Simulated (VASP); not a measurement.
A run of VASP 6.6.1:

The input INCAR:

```
SYSTEM = Cu
PREC     = Accurate       ! precision mode
ENCUT    = 600            ! plane-wave cutoff, eV
EDIFF    = 1E-6           ! SCF threshold, eV
ISMEAR   = 0              ! smearing method
SIGMA    = 0.05           ! smearing width, eV
LREAL    = .False.        ! projectors in reciprocal space
LASPH    = .True.         ! aspherical terms in the spheres
NELM     = 120            ! most SCF steps
ALGO     = Normal         ! electronic algorithm
ISIF     = 2              ! what is computed and relaxed
LWAVE    = .False.        ! write WAVECAR
LCHARG   = .True.         ! write CHGCAR
LELF     = .True.         ! ELF
LVHAR    = .True.       
NBANDS   = 12             ! bands
GGA_COMPAT= .False.
```

The input KPOINTS:

```
regular mesh
0
Gamma
  8 8 8
  0 0 0
```

Contents of POSCAR:

```
Cu
1.0
    0.0000000000      1.7624189836      1.7624189836
    1.7624189836      0.0000000000      1.7624189836
    1.7624189836      1.7624189836      0.0000000000
Cu
1
Direct
    0.0000000000      0.0000000000      0.0000000000
```

Potentials or basis: VASP PAW LDA potentials, release 64 (Cu).

The run is started by

```sh
$ cat potpaw_LDA.64/Cu/POTCAR > POTCAR
$ mpirun -np 1 vasp_std > vasp.out
```

Hardware: 1 thread of AMD EPYC 9R45 96-Core Processor (Zen 5), with other jobs on the host.

Task: How long does it take, and how much memory?

Result: Run time: 2.8 s on 1 thread of AMD EPYC 9R45 96-Core Processor (Zen 5), with other jobs on the host, peak memory 0.09 GiB. Counts: scf iterations 12, k points 29.
